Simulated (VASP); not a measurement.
Wanted: the native input for a VASP 6.6.1 run.

- Task: relaxation of cell and atoms
- Functional: PBE
- Potentials or basis: VASP PAW PBE potentials, release 64 (Al, P)
- Cutoff: 600 eV
- k mesh: 5 × 5 × 2
- Occupations: gaussian, width 0.2 eV
- Spin: no spin polarisation
- Dipole correction: no
- Further INCAR settings: ALGO = Normal; EDIFF = 1e-07; IBRION = 2; EDIFFG = -0.08; NSW = 36; ISIF = 3

The structure of Al5P2 lies in POSCAR:

```
Al5P2
1.0
    3.7500000000      0.0000000000      0.0000000000
   -1.8750000000      3.2475952600      0.0000000000
    0.0000000000      0.0000000000     10.2000000000
Al P
5 2
Direct
    0.0000000000      0.0000000000      0.8750000000
    0.3333333300      0.6666666700      0.6800000000
    0.0000000000      0.0000000000      0.1250000000
    0.6666666700      0.3333333300      0.3200000000
    0.0000000000      0.0000000000      0.5000000000
    0.6666666700      0.3333333300      0.8050000000
    0.3333333300      0.6666666700      0.1950000000
```

These files were run (other wordings do the same):

INCAR

```
PREC = Accurate
ENCUT = 600
EDIFF = 1E-7
ISMEAR = 0
SIGMA = 0.2
LREAL = F
LASPH = T
NELM = 100
ALGO = Normal
ISIF = 3
LWAVE = F
LCHARG = F
GGA = PE
IBRION = 2
NSW = 36
EDIFFG = -0.08
```

KPOINTS

```
regular mesh
0
Gamma
  5 5 2
```

Potentials or basis: VASP PAW PBE potentials, release 64 (Al, P).

Launch:

```console
$ cat potpaw_PBE.64/Al/POTCAR potpaw_PBE.64/P/POTCAR > POTCAR
$ mpirun -np 1 vasp_std > vasp.out
```

It gave:

- Relaxed volume: 19.27 Å³/atom
- Relaxed cell: a = 3.605 Å, b = 3.605 Å, c = 11.983 Å, α = 90.00°, β = 90.00°, γ = 120.00°
- Space group after relaxing (to 0.05 Å): P-3m1 (No. 164)
- Energy gained by relaxing: 217.6 meV/atom
- Ionic steps: 15
- Pressure after relaxing: -0.1 GPa
- Largest force after relaxing: 0.041 eV/Å

Caveat: the k points lie up to 0.40 Å⁻¹ apart in the final cell; the relaxation stopped at a loose force limit of 0.08 eV/Å, so its end isn't a converged minimum.

It took 2.7 min on 1 thread of Intel(R) Xeon(R) Platinum 8559C (Emerald Rapids), on a shared host, peak memory 0.26 GiB.
